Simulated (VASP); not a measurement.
Runs of VASP 6.6.1 on CsO. The structure is that of space group Immm (No. 71), or close to it. The cells are those of the table. 

```tsv
cell	gap on the mesh (eV)	pressure (GPa)	largest force (eV/Å)
a = 5.263 Å, angles 132.8, 106.9, 91.7°, 4 atoms	(b)	-0.9	0.56
a = 5.268 Å, angles 131.6, 104.8, 94.7°, 4 atoms	1.67	-1.9	1.18
a = 5.396 Å, angles 135.3, 111.1, 86.0°, 4 atoms	1.51	-1.5	0.27
a = 5.332 Å, angles 132.2, 105.8, 93.2°, 4 atoms	1.62	-2.7	1.15
a = 5.328 Å, angles 133.4, 107.9, 90.3°, 4 atoms	1.65	(a)	0.53
```

Alike in all rows: task single point; level LDA; potentials or basis VASP PAW LDA potentials, release 64 (Cs_sv, O); no spin polarisation; k mesh 8 × 8 × 8; cutoff (eV) 520; smearing gaussian 0.05 eV.

Q: Fill in the values left out.

A: (a) -1.8; (b) 1.70.

Caveats: spin-orbit coupling is left out, which moves the levels of the heavy elements; forces of over 1 eV/Å act on the atoms, so gaps and moduli don't describe the material at rest (at least some runs); the stress differs along the axes, from -5 to 1 GPa (at least some runs).

A k mesh can miss the band edges, and the runs leave out spin-orbit coupling on Cs.
